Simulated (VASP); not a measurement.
Input of a VASP 6.6.1 run:

Contents of INCAR:

```
SYSTEM = CaSe
  ALGO = Normal
  EDIFF = 1E-8
  ENCUT = 520
  GGA = PS
  ISIF = 2
  ISMEAR = -1
  LASPH = .TRUE.
  LCHARG = .FALSE.
  LEFG = .TRUE.
  LREAL = .FALSE.
  LWAVE = .FALSE.
  NBANDS = 15
  NELM = 100
  PREC = Accurate
  SIGMA = 0.03
```

The input KPOINTS:

```
k-points
0
G
  7 7 7
  0 0 0
```

Contents of POSCAR:

```
CaSe
1.0
    0.0000000000      2.9702381052      2.9702381052
    2.9702381052      0.0000000000      2.9702381052
    2.9702381052      2.9702381052      0.0000000000
Ca Se
1 1
Direct
   -0.1050000000     -0.1050000000      0.1050000000
    0.6050000000      0.6050000000      0.3950000000
```

Potentials or basis: VASP PAW PBE potentials, release 64 (Ca_sv, Se).

Run with:

```console
$ cat potpaw_PBE.64/Ca_sv/POTCAR potpaw_PBE.64/Se/POTCAR > POTCAR
$ mpirun -np 1 vasp_std > vasp.out
```

Problem. Predict the largest force.

Solution. 35.642 eV/Å.

Problem. Estimate the pressure.

Solution. 58.2 GPa.

Problem. Estimate the band gap on the k mesh.

Solution. 1.25 eV, indirect (least direct gap 1.50 eV).

Forces on the atoms (eV/Å):
```
Ca    0.000   0.000  35.642
Se    0.000   0.000 -35.642
```

Caveat: the cell differs from its parent crystal (shortest bond scaled by 0.58); without QUAD_EFG the Cq values of the log hold for a quadrupole moment of 1 mb, not for the nuclei; the PAW data sets were made with another functional, which shifts forces and pressure a little. A k mesh can miss the band edges.
